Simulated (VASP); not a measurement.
## TiW14 (a cell with a defect): single point with PBE

TiW14 (a cell with a defect):

```
CELL_PARAMETERS angstrom
6.32000 0.00000 0.00000
0.00000 6.32000 0.00000
0.00000 0.00000 6.32000
ATOMIC_POSITIONS crystal
Ti 0.04494 0.95552 0.04549
W 0.50754 0.00459 0.99643
W 0.99587 0.49292 0.99643
W 0.99588 0.00459 0.50809
W 0.25401 0.25709 0.25456
W 0.49103 0.50943 0.00292
W 0.49103 0.99810 0.49158
W 0.75233 0.24813 0.25164
W 0.00236 0.50943 0.49158
W 0.25109 0.24813 0.75288
W 0.49985 0.50061 0.50040
W 0.74337 0.74645 0.25456
W 0.75036 0.25010 0.75091
W 0.25401 0.74645 0.74392
W 0.75233 0.74937 0.75288
```

| Quantity | Value |
| --- | --- |
| Program | VASP 6.6.1 |
| Task | single point |
| Functional | PBE |
| Potentials or basis | VASP PAW PBE potentials, release 64 (Ti_sv, W_sv) |
| Cutoff | 520 eV |
| k mesh | 3 × 3 × 3 |
| Occupations | gaussian, width 0.05 eV |
| Spin | no spin polarisation |
| Dipole correction | no |
| Further INCAR settings | LREAL = Auto; ALGO = Normal; EDIFF = 1e-07; NBANDS = 117 |

| Quantity | Value |
| --- | --- |
| Pressure | 0.3 GPa |
| Largest force | 1.187 eV/Å |
| Band gap on the k mesh | zero (bands 104 and 105 overlap by 0.93 eV) |

Forces in eV/Å, atoms in the order of the input:
```
Ti  -0.686  0.686 -0.686
W    0.007 -0.079  0.079
W    0.079 -0.007  0.079
W    0.079 -0.079  0.007
W    0.017 -0.102  0.017
W    0.031 -0.031  0.100
W    0.031 -0.100  0.031
W    0.039 -0.039  0.042
W    0.100 -0.031  0.031
W    0.042 -0.039  0.039
W    0.058 -0.058  0.058
W    0.102 -0.017  0.017
W    0.045 -0.045  0.045
W    0.017 -0.017  0.102
W    0.039 -0.042  0.039
```

Stress tensor (GPa, compression positive):
```
 0.29  1.38 -1.38
 1.38  0.29  1.38
-1.38  1.38  0.29
```

Levels at points of the mesh, in eV from the Fermi level:
| k point | band 100 | band 101 | band 102 | band 103 | band 104 | band 105 | band 106 | band 107 | band 108 | band 109 |
| --- | --- | --- | --- | --- | --- | --- | --- | --- | --- | --- |
| (0.00, 0.00, 0.00) | -0.06 | -0.06 | 0.11 | 0.28 | 0.32 | 0.32 | 1.02 | 1.02 | 1.16 | 1.22 |

Run time: 16 min on 1 thread of Intel Xeon 8259CL, on a shared host, peak memory 0.39 GiB.

Caveat: spin-orbit coupling is left out, which moves the levels of the heavy elements.
